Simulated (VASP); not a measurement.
# Hf2B2O in VASP: further runs

Hf2B2O is run at these levels: PBE; tasks: single point.

Everything below comes from runs of VASP 6.6.1. Logs are shortened: lines on timing, memory, paths and dates and some standing lists are left out, and cuts for length are marked.

### Step 1. The cell of the first run

The typed cell holds 5 atoms: a = 4.682 Å, b = 4.682 Å, c = 3.239 Å, α = 109.64°, β = 109.64°, γ = 85.07°.

### Step 2. Single point, PBE

File INCAR:

```
ALGO = Fast
EDIFF = 1E-6
ENCUT = 520
GGA = PE
ISIF = 2
ISMEAR = 0
LASPH = T
LCHARG = F
LREAL = F
LWAVE = F
NBANDS = 24
NELM = 100
PREC = Accurate
SIGMA = 0.1
```

File KPOINTS:

```
k-points
0
Gamma
  4 4 6
```

File POSCAR:

```
Hf2B2O
1.0
    3.4235733157     -3.1650746593      0.4249817091
    3.4235733157      3.1650746593      0.4249817091
   -1.8209952526      0.0000000000      2.6784080994
Hf B O
2 2 1
Direct
    0.7703635266      0.2296364734      0.5000000000
    0.2296125045      0.7703874955      0.5000000000
    0.6323837261      0.6324093566      0.1337385174
    0.3675906434      0.3676162739      0.8662614826
    1.0000495994     -0.0000495994      0.0000000000
```

Potentials or basis: VASP PAW PBE potentials, release 64 (Hf_pv, B, O).

Run with:

```bash
> cat potpaw_PBE.64/Hf_pv/POTCAR potpaw_PBE.64/B/POTCAR potpaw_PBE.64/O/POTCAR > POTCAR
> mpirun -np 1 vasp_std > vasp.out
```

OUTCAR:

```text
EDIFF = 1E-6
   ENCUT = 520
   GGA = PE
   ISIF = 2
   ISMEAR = 0
   LASPH = T
   LREAL = F
   NELM = 100
   PREC = Accurate

 ion  position               nearest neighbor table
   1  0.770  0.230  0.500-   5 2.18   5 2.18   3 2.48   4 2.48   4 2.50   3 2.50   4 2.68   3 2.68
                             2 2.91   2 3.42   2 3.46   2 3.46   2 3.50   2 3.50
   2  0.230  0.770  0.500-   5 2.18   5 2.18   3 2.48   4 2.48   4 2.50   3 2.50   4 2.68   3 2.68
                             1 2.91   1 3.42   1 3.46   1 3.46   1 3.50   1 3.50
   3  0.632  0.632  0.134-   4 1.63   2 2.48   1 2.48   2 2.50   1 2.50   1 2.68   2 2.68
   4  0.368  0.368  0.866-   3 1.63   2 2.48   1 2.48   2 2.50   1 2.50   1 2.68   2 2.68
   5  0.000  1.000  0.000-   2 2.18   2 2.18   1 2.18   1 2.18

  LATTYP: Found a base centered monoclinic cell.
 ALAT       =     6.8996996170
 B/A-ratio  =     0.9174528849
 C/A-ratio  =     0.4694132659
 COS(beta)  =    -0.4560860429

  Lattice vectors:

 A1 = (   3.4235733157,  -3.1650746593,   0.4249817091)
 A2 = (   3.4235733157,   3.1650746593,   0.4249817091)
 A3 = (  -1.8209952526,   0.0000000000,   2.6784080994)

Analysis of symmetry for initial positions (statically):
=====================================================================
 Subroutine PRICEL returns:
 Original cell was already a primitive cell.

 Routine SETGRP: Setting up the symmetry group for a
 base centered monoclinic supercell.

 Subroutine GETGRP returns: Found  2 space group operations
 (whereof  2 operations were pure point group operations)
 out of a pool of  4 trial point group operations.

The static configuration has the point symmetry C_2 .

Analysis of symmetry for dynamics (positions and initial velocities):
=====================================================================
 Subroutine PRICEL returns:
 Original cell was already a primitive cell.

 Routine SETGRP: Setting up the symmetry group for a
 base centered monoclinic supercell.

 Subroutine GETGRP returns: Found  2 space group operations
 (whereof  2 operations were pure point group operations)
 out of a pool of  4 trial point group operations.

The dynamic configuration has the point symmetry C_2 .

 Subroutine INISYM returns: Found  2 space group operations
 (whereof  2 operations are pure point group operations),
 and found     1 'primitive' translations

----------------------------------------------------------------------------------------

[... 100 lines left out ...]
   EDIFFG = 0.1E-04   stopping-criterion for IOM
   NSW    =      0    number of steps for IOM
   IBRION =     -1    ionic relax: 0-MD 1-quasi-New 2-CG
   NFREE  =      0    steps in history (QN), initial steepest desc. (CG)
   ISIF   =      2    stress and relaxation
   ISYM   =      2    0-nonsym 1-usesym 2-fastsym
   POTIM  = 0.5000    time-step for ionic-motion
   TEBEG  =    0.0;   TEEND  =   0.0 temperature during run
   PSTRESS=    0.0 pullay stress
   NELECT =      32.0000    total number of electrons
   NUPDOWN=      -1.0000    fix difference up-down
   EMIN   =  10.00;   EMAX   =-10.00  energy-range for DOS
   EFERMI =   0.00;   METHOD = LEGACY
   ISMEAR =     0;   SIGMA  =   0.10  broadening in eV -4-tet -1-fermi 0-gaus
   EFERMI_NEDOS =   21; number of points for ismear=-14 and -15
   IALGO  =     68    algorithm
   IMIX   =      4    mixing-type and parameters
     AMIX     =   0.40;   BMIX     =  1.00
     AMIX_MAG =   1.60;   BMIX_MAG =  1.00
  volume/ion in A,a.u.               =      12.59        84.95
  Fermi-wavevector in a.u.,A,eV,Ry     =   1.306588  2.469094 23.227494  1.707173
  Thomas-Fermi vector in A             =   2.437380
   LORBIT       =      0    0 simple, 1 ext, 2 COOP (PROOUT), +10 PAW based schemes
   GGA     = PE    functional components
   LHFCALC =     F    Hartree Fock is set to
   AEXX    =    0.0000 exact exchange contribution
   IVDW    =     0    specifies the selected vdW correction
   LEPSILON=     F    determine dielectric tensor
   LRPA    =     F    only Hartree local field effects (RPA)
 non-spin polarized calculation
 RMM-DIIS sequential band-by-band and
 Gauss-broadening in eV      SIGMA  =   0.10
  energy-cutoff  :      520.00
  volume of cell :       62.94
 maximum number of plane-waves:      1722
 NGX is ok and might be reduce to    36
   NGX = 17   NGY = 17   NGZ = 13

 number of electron      31.9999991 magnetization

 Free energy of the ion-electron system (eV)
  ---------------------------------------------------
  ext. energy  EPLUGINS =         0.00000000
  ---------------------------------------------------
  free energy    TOTEN  =       -43.09936927 eV

  energy without entropy =      -43.08291220  energy(sigma->0) =      -43.09114074

 E-fermi :   5.2801     XC(G=0): -11.7059

 val. band max:        5.2767306964   @ k =  -0.2500   0.2500   0.3333
 cond. band min:       5.2998196045   @ k =   0.5000   0.2500  -0.0000
 fundamental gap:      0.0230889081
 Fermi energy:         5.2800669979

 k-point     1 :       0.0000    0.0000    0.0000
  band No.  band energies     occupation
      1     -25.7659      2.00000
      2     -25.3497      2.00000
      3     -25.1683      2.00000
      4     -25.1540      2.00000
      5     -25.1106      2.00000
      6     -25.0992      2.00000
[... 637 lines left out ...]
     23      10.5336      0.00000
     24      10.9732      0.00000

 [... further k-points ...]

------------------------ aborting loop because EDIFF is reached ----------------------------------------

  FORCE on cell =-STRESS in cart. coord.  units (eV):
  Direction    XX          YY          ZZ          XY          YZ          ZX
  --------------------------------------------------------------------------------------
  -------------------------------------------------------------------------------------
  Total       -0.3737893     -0.6000659     -0.4651154      0.0000000      0.0000000      0.2058103
  in kB       -9.5143503    -15.2739452    -11.8389453      0.0000000      0.0000000      5.2386507
  external PRESSURE =     -12.2090803 kB  Pullay stress =       0.0000000 kB

 VOLUME and BASIS-vectors are now :
 -----------------------------------------------------------------------------
  energy-cutoff  :      520.00
  volume of cell :       62.94
      direct lattice vectors                 reciprocal lattice vectors
     3.423573316 -3.165074659  0.424981709     0.134679781 -0.157974157  0.091566047
     3.423573316  3.165074659  0.424981709     0.134679781  0.157974157  0.091566047
    -1.820995253  0.000000000  2.678408099    -0.042739151  0.000000000  0.344298619

 POSITION                                       TOTAL-FORCE (eV/Angst)
 -----------------------------------------------------------------------------------
      2.51308     -1.71144      1.76419        -0.000000     -0.099363     -0.000000
      2.51308      1.71159      1.76419        -0.000000      0.096838     -0.000000
      4.08657      0.00008      0.89572         0.010975     -0.000614      0.006581
      0.93958      0.00008      2.63265        -0.010975     -0.000614     -0.006581
      3.42357      3.16476      0.42498        -0.000000      0.003753     -0.000000
 -----------------------------------------------------------------------------------
    total drift:                               -0.000000     -0.000014     -0.000000

  FREE ENERGIE OF THE ION-ELECTRON SYSTEM (eV)
  ---------------------------------------------------
  free  energy   TOTEN  =       -43.0993692719 eV

  energy  without entropy=      -43.0829122011  energy(sigma->0) =      -43.09114074
```

stdout:

```text
POSCAR found type information on POSCAR HfB O
 POSCAR found :  3 types and       5 ions
 scaLAPACK will be used
 LDA part: xc-table for (Slater+PW92), standard interpolation
 POSCAR, INCAR and KPOINTS ok, starting setup
 FFT: planning ... GRIDC
 FFT: planning ... GRID_SOFT
 FFT: planning ... GRID
 WAVECAR not read
 entering main loop
```

It took 87 s on 1 thread of Oxide Virtual Turin-like, shared host; peak memory 0.17 GiB.

What came out:

| Item | Value |
| --- | --- |
| Free energy | -43.0994 eV |
| Pressure | -1.2 GPa |
| Largest force | 0.099 eV/Å |
| Band gap on the k mesh | zero (bands 16 and 17 overlap by 0.75 eV) |

Forces on the atoms (eV/Å):
```
Hf   0.000 -0.099  0.000
Hf   0.000  0.097  0.000
B    0.011 -0.001  0.007
B   -0.011 -0.001 -0.007
O    0.000  0.004  0.000
```

Stress tensor (GPa, compression positive):
```
-0.95  0.00  0.52
 0.00 -1.53  0.00
 0.52  0.00 -1.18
```

Levels at points of the mesh, in eV from the Fermi level:
| k point | band 12 | band 13 | band 14 | band 15 | band 16 | band 17 | band 18 | band 19 | band 20 | band 21 |
| --- | --- | --- | --- | --- | --- | --- | --- | --- | --- | --- |
| (0.00, 0.00, 0.00) | -3.36 | -1.91 | -1.37 | -1.27 | 0.03 | 0.15 | 0.75 | 4.31 | 4.71 | 4.96 |
| (0.50, 0.00, 0.00) | -5.04 | -3.26 | -1.12 | -0.89 | 0.16 | 0.75 | 1.98 | 2.25 | 2.44 | 3.29 |
| (0.50, 0.50, 0.00) | -2.82 | -1.98 | -1.77 | -0.22 | -0.17 | 0.72 | 1.94 | 2.24 | 2.53 | 3.97 |
| (0.00, 0.00, 0.50) | -3.20 | -2.32 | -2.31 | -2.09 | -2.08 | -0.03 | 3.01 | 3.82 | 4.80 | 5.12 |
| (0.50, 0.00, 0.50) | -4.01 | -3.94 | -2.66 | -1.06 | 0.17 | 0.40 | 0.62 | 2.44 | 3.62 | 5.67 |
| (0.50, 0.50, 0.50) | -3.23 | -2.37 | -2.25 | -2.07 | -1.91 | -0.12 | 3.01 | 3.72 | 4.96 | 5.01 |

Caveat: the k points lie up to 0.36 Å⁻¹ apart, too coarse for converged energies and pressures of a metal; spin-orbit coupling is left out, which moves the levels of the heavy elements.

### Step 3. Single point, PBE

This run uses another cell than the first one, of 12.55 Å³/atom.

File INCAR:

```
SYSTEM = Hf2B2O
PREC = Accurate
ENCUT = 520
EDIFF = 1E-6
ISMEAR = 0
SIGMA = 0.1
LREAL = .FALSE.
LASPH = .TRUE.
NELM = 80
ALGO = Fast
ISIF = 2
LWAVE = .FALSE.
LCHARG = .FALSE.
GGA = PE
NBANDS = 24
```

File KPOINTS:

```
regular mesh
0
G
  8 8 14
  0 0 0
```

File POSCAR:

```
Hf2B2O
1.0
    3.4611642048     -3.1718049087     -0.0054614551
    3.4611642048      3.1718049087     -0.0054614551
   -1.4865839612      0.0000000000      2.8611569397
Hf B O
2 2 1
Direct
    0.7701812502      0.2298187498      0.5000000000
    0.2298187498      0.7701812502      0.5000000000
    0.6335016946      0.6335016946      0.1337945797
    0.3664983054      0.3664983054      0.8662054203
    0.0000000000      0.0000000000      0.0000000000
```

Potentials or basis: VASP PAW PBE potentials, release 64 (Hf_pv, B, O).

Run with:

```bash
> cat potpaw_PBE.64/Hf_pv/POTCAR potpaw_PBE.64/B/POTCAR potpaw_PBE.64/O/POTCAR > POTCAR
> mpirun -np 1 vasp_std > vasp.out
```

OUTCAR:

```text
SYSTEM = Hf2B2O
   PREC = Accurate
   ENCUT = 520
   EDIFF = 1E-6
   ISMEAR = 0
   LREAL = .FALSE.
   LASPH = .TRUE.
   NELM = 80
   ISIF = 2
   GGA = PE

 ion  position               nearest neighbor table
   1  0.770  0.230  0.500-   5 2.17   5 2.17   3 2.49   4 2.49   4 2.49   3 2.49   4 2.68   3 2.68
                             2 2.92   2 3.43   2 3.47   2 3.47   2 3.48   2 3.48
   2  0.230  0.770  0.500-   5 2.17   5 2.17   3 2.49   4 2.49   4 2.49   3 2.49   4 2.68   3 2.68
                             1 2.92   1 3.43   1 3.47   1 3.47   1 3.48   1 3.48
   3  0.634  0.634  0.134-   4 1.64   2 2.49   1 2.49   1 2.49   2 2.49   1 2.68   2 2.68
   4  0.366  0.366  0.866-   3 1.64   2 2.49   1 2.49   2 2.49   1 2.49   2 2.68   1 2.68
   5  0.000  0.000  0.000-   1 2.17   2 2.17   1 2.17   2 2.17

  LATTYP: Found a base centered monoclinic cell.
 ALAT       =     6.9223370274
 B/A-ratio  =     0.9163971347
 C/A-ratio  =     0.4657829075
 COS(beta)  =    -0.4624550741

  Lattice vectors:

 A1 = (   3.4611642048,  -3.1718049087,  -0.0054614551)
 A2 = (   3.4611642048,   3.1718049087,  -0.0054614551)
 A3 = (  -1.4865839612,   0.0000000000,   2.8611569397)

Analysis of symmetry for initial positions (statically):
=====================================================================
 Subroutine PRICEL returns:
 Original cell was already a primitive cell.

 Routine SETGRP: Setting up the symmetry group for a
 base centered monoclinic supercell.

 Subroutine GETGRP returns: Found  4 space group operations
 (whereof  4 operations were pure point group operations)
 out of a pool of  4 trial point group operations.

The static configuration has the point symmetry C_2h.

Analysis of symmetry for dynamics (positions and initial velocities):
=====================================================================
 Subroutine PRICEL returns:
 Original cell was already a primitive cell.

[... 134 lines left out ...]
  volume/ion in A,a.u.               =      12.55        84.72
  Fermi-wavevector in a.u.,A,eV,Ry     =   1.307806  2.471396 23.270826  1.710357
  Thomas-Fermi vector in A             =   2.438516
   LORBIT       =      0    0 simple, 1 ext, 2 COOP (PROOUT), +10 PAW based schemes
   GGA     = PE    functional components
   LHFCALC =     F    Hartree Fock is set to
   AEXX    =    0.0000 exact exchange contribution
   IVDW    =     0    specifies the selected vdW correction
   LEPSILON=     F    determine dielectric tensor
   LRPA    =     F    only Hartree local field effects (RPA)
 non-spin polarized calculation
 RMM-DIIS sequential band-by-band and
 Gauss-broadening in eV      SIGMA  =   0.10
  energy-cutoff  :      520.00
  volume of cell :       62.77
 maximum number of plane-waves:      1716
   NGX = 17   NGY = 17   NGZ = 11

 number of electron      31.9999992 magnetization

 Free energy of the ion-electron system (eV)
  ---------------------------------------------------
  ext. energy  EPLUGINS =         0.00000000
  ---------------------------------------------------
  free energy    TOTEN  =       -43.11870661 eV

  energy without entropy =      -43.10739444  energy(sigma->0) =      -43.11305052

 E-fermi :   5.2711     XC(G=0): -11.7234

 val. band max:        5.2667677886   @ k =   0.2500   0.2500   0.1429
 cond. band min:       5.2817499044   @ k =   0.1250   0.0000  -0.0000
 fundamental gap:      0.0149821158
 Fermi energy:         5.2710983027

 k-point     1 :       0.0000    0.0000    0.0000
  band No.  band energies     occupation
      1     -25.7279      2.00000
      2     -25.2979      2.00000
      3     -25.1109      2.00000
      4     -25.1071      2.00000
      5     -25.0700      2.00000
      6     -25.0653      2.00000
[... 637 lines left out ...]
     23      10.8259      0.00000
     24      11.7710      0.00000

 [... further k-points ...]

------------------------ aborting loop because EDIFF is reached ----------------------------------------

  FORCE on cell =-STRESS in cart. coord.  units (eV):
  Direction    XX          YY          ZZ          XY          YZ          ZX
  --------------------------------------------------------------------------------------
  -------------------------------------------------------------------------------------
  Total       -0.2826383     -0.5550028     -0.4952176      0.0000000      0.0000000      0.1376226
  in kB       -7.2143550    -14.1664678    -12.6404503      0.0000000      0.0000000      3.5128225
  external PRESSURE =     -11.3404244 kB  Pullay stress =       0.0000000 kB

 VOLUME and BASIS-vectors are now :
 -----------------------------------------------------------------------------
  energy-cutoff  :      520.00
  volume of cell :       62.77
      direct lattice vectors                 reciprocal lattice vectors
     3.461164205 -3.171804909 -0.005461455     0.144578596 -0.157638951  0.075119340
     3.461164205  3.171804909 -0.005461455     0.144578596  0.157638951  0.075119340
    -1.486583961  0.000000000  2.861156940     0.000551951  0.000000000  0.349795744

 POSITION                                       TOTAL-FORCE (eV/Angst)
 -----------------------------------------------------------------------------------
      2.71787     -1.71392      1.42512         0.000000     -0.106473      0.000000
      2.71787      1.71392      1.42512         0.000000      0.106473     -0.000000
      4.18641      0.00000      0.37589         0.000268     -0.000000      0.000640
      1.24933      0.00000      2.47435        -0.000268     -0.000000     -0.000640
      0.00000      0.00000      0.00000        -0.000000     -0.000000      0.000000
 -----------------------------------------------------------------------------------
    total drift:                               -0.000000      0.000000      0.000000

  FREE ENERGIE OF THE ION-ELECTRON SYSTEM (eV)
  ---------------------------------------------------
  free  energy   TOTEN  =       -43.1187066102 eV

  energy  without entropy=      -43.1073944381  energy(sigma->0) =      -43.11305052
```

OSZICAR:

```text
N       E                     dE             d eps       ncg     rms          rms(c)
DAV:   1     0.108316367702E+03    0.10832E+03   -0.16610E+04 12392   0.128E+03
DAV:   2    -0.438129796073E+02   -0.15213E+03   -0.14160E+03 15272   0.299E+02
DAV:   3    -0.499280911468E+02   -0.61151E+01   -0.60139E+01 16456   0.462E+01
DAV:   4    -0.499911669451E+02   -0.63076E-01   -0.63033E-01 14840   0.515E+00
DAV:   5    -0.499919941631E+02   -0.82722E-03   -0.82705E-03 16432   0.522E-01    0.673E+01
RMM:   6    -0.431605754168E+02    0.68314E+01   -0.19910E+01 12942   0.185E+01    0.510E+01
RMM:   7    -0.433417600829E+02   -0.18118E+00   -0.63667E+00 14733   0.109E+01    0.240E+01
RMM:   8    -0.431620849887E+02    0.17968E+00   -0.11826E+00 14365   0.503E+00    0.493E+00
RMM:   9    -0.431192685260E+02    0.42816E-01   -0.15494E-01 15447   0.194E+00    0.119E+00
RMM:  10    -0.431188456147E+02    0.42291E-03   -0.32636E-02 16809   0.741E-01    0.465E-01
RMM:  11    -0.431186396409E+02    0.20597E-03   -0.44133E-03 15944   0.311E-01    0.173E-01
RMM:  12    -0.431187116283E+02   -0.71987E-04   -0.95742E-04 16569   0.150E-01    0.175E-01
RMM:  13    -0.431187039581E+02    0.76702E-05   -0.18474E-04 16141   0.580E-02    0.606E-02
RMM:  14    -0.431187064325E+02   -0.24744E-05   -0.31483E-05 16606   0.231E-02    0.435E-02
RMM:  15    -0.431187066102E+02   -0.17766E-06   -0.77434E-06 14140   0.137E-02
   1 F= -.43118707E+02 E0= -.43113051E+02  d E =-.113122E-01
```

stdout:

```text
POSCAR found type information on POSCAR HfB O
 POSCAR found :  3 types and       5 ions
 scaLAPACK will be used
 LDA part: xc-table for (Slater+PW92), standard interpolation
 POSCAR, INCAR and KPOINTS ok, starting setup
 FFT: planning ... GRIDC
 FFT: planning ... GRID_SOFT
 FFT: planning ... GRID
 WAVECAR not read
 entering main loop
```

Run time: 10 min. Hardware: 1 thread of Oxide Virtual Turin-like, shared host; peak memory 0.42 GiB.

Results:

```
Free energy            : -43.1187 eV
Pressure               : -1.1 GPa
Largest force          : 0.106 eV/Å
Band gap on the k mesh : zero (bands 16 and 17 overlap by 1.05 eV)
```

Forces in eV/Å, atoms in the order of the input:
```
Hf   0.000 -0.106  0.000
Hf   0.000  0.106  0.000
B    0.000  0.000  0.001
B    0.000  0.000 -0.001
O    0.000  0.000  0.000
```

Levels at points of the mesh, in eV from the Fermi level:
| k point | band 13 | band 14 | band 15 | band 16 | band 17 | band 18 | band 19 | band 20 |
| --- | --- | --- | --- | --- | --- | --- | --- | --- |
| (0.00, 0.00, 0.00) | -1.89 | -1.35 | -1.25 | 0.04 | 0.23 | 0.82 | 4.36 | 4.75 |
| (0.50, 0.00, 0.00) | -3.24 | -1.11 | -0.80 | 0.20 | 0.77 | 1.99 | 2.29 | 2.51 |
| (0.50, 0.50, 0.00) | -1.97 | -1.74 | -0.15 | -0.12 | 0.68 | 1.99 | 2.30 | 2.61 |
| (0.00, 0.00, 0.50) | -2.29 | -2.27 | -2.07 | -1.99 | -0.04 | 3.07 | 3.81 | 4.93 |
| (0.50, 0.00, 0.50) | -3.93 | -2.62 | -1.01 | 0.17 | 0.40 | 0.64 | 2.49 | 3.72 |
| (0.50, 0.50, 0.50) | -2.30 | -2.25 | -2.06 | -1.95 | -0.07 | 3.07 | 3.78 | 4.99 |

Caveat: spin-orbit coupling is left out, which moves the levels of the heavy elements.

The gap in the log of VASP goes by the Fermi energy; the results here count the filled bands.